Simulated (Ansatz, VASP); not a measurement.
# Two plane-wave programs on PtS2

Contents of POSCAR:

```
PtS2
1.0
    3.5526415803      0.0000000000      0.0000000000
   -1.7763207902      3.0766778591      0.0000000000
    0.0000000000      0.0000000000      5.1227110450
Pt S
1 2
Direct
    0.0000000000      0.0000000000      0.0000000000
    0.3333333333      0.6666666667      0.2392599773
    0.6666666667      0.3333333333      0.7607400227
```

INCAR.step1

```
SYSTEM = PtS2
PREC = Accurate
ENCUT = 520
ISMEAR = 0
SIGMA = 0.01
LREAL = .FALSE.
LASPH = .TRUE.
NELM = 60
NBANDS = 18
GGA = PE
ALGO = Normal
EDIFF = 1E-4
LWAVE = .TRUE.
LCHARG = .FALSE.
```

Contents of INCAR.step2:

```
SYSTEM = PtS2
PREC = Accurate
ENCUT = 520
EDIFF = 1E-7
ISMEAR = 0
SIGMA = 0.01
LREAL = .FALSE.
LASPH = .TRUE.
NELM = 60
ALGO = Normal
ISIF = 2
LWAVE = .FALSE.
LCHARG = .FALSE.
METAGGA = R2SCAN
LMIXTAU = .TRUE.
NBANDS = 18
ISTART = 1
```

Contents of KPOINTS:

```
Automatic mesh
0
G
  6 6 4
  0 0 0
```

Input for Ansatz:

```yaml
crystal:
  lattice:
    - [3.5526415803, 0.0, 0.0]
    - [-1.7763207902, 3.0766778591, 0.0]
    - [0.0, 0.0, 5.122711045]
  atoms:
    - { symbol: Pt, position: [0.0, 0.0, 0.0] }
    - { symbol: S, position: [0.3333333333, 0.6666666667, 0.2392599773] }
    - { symbol: S, position: [0.6666666667, 0.3333333333, 0.7607400227] }
kpoints:
  mp_grid: { grid: [6, 6, 4] }
hamiltonian:
  xc: r2scan
scf:
  occupations: { method: fixed }
  n_extra_bands: 4
output:
  forces: true
  stress: true
  eigenvalues: true
```

Alike in both runs: task single point; functional r2SCAN; k mesh 6 × 6 × 4; no spin polarisation.

|  | VASP | Ansatz |
| --- | --- | --- |
| version | VASP 6.6.1 | Ansatz 0.2.0 |
| potentials or method | VASP PAW PBE potentials, release 64 (Pt, S) | plane waves |
| plane-wave cutoff (eV) | 520 | 500 |
| occupations | gaussian, width 0.01 eV | fixed |
| valence electrons in the cell | 22 | 30 |

VASP gave:

```
gap on the k mesh at the Fermi level (eV)                     : 0.98
pressure (GPa)                                                : 1.2
traceless stress, the component that is largest in VASP (GPa) : 0.05
rms of the force components (eV/Å)                            : 0.023
```

Question: What did Ansatz give for the same quantities?

Answer: gap on the k mesh at the Fermi level (eV): 0.99; pressure (GPa): 1.3; traceless stress, the component that is largest in VASP (GPa): 0.07; rms of the force components (eV/Å): 0.020.

VASP's potentials were made for PBE, not for r2SCAN. Atom by atom the forces differ by 0.002 eV/Å (rms over components). VASP's potentials hold 22 valence electrons a cell and Ansatz's 30, so a difference there can come from the potentials and not from the codes.

Neither program's run includes spin-orbit coupling.
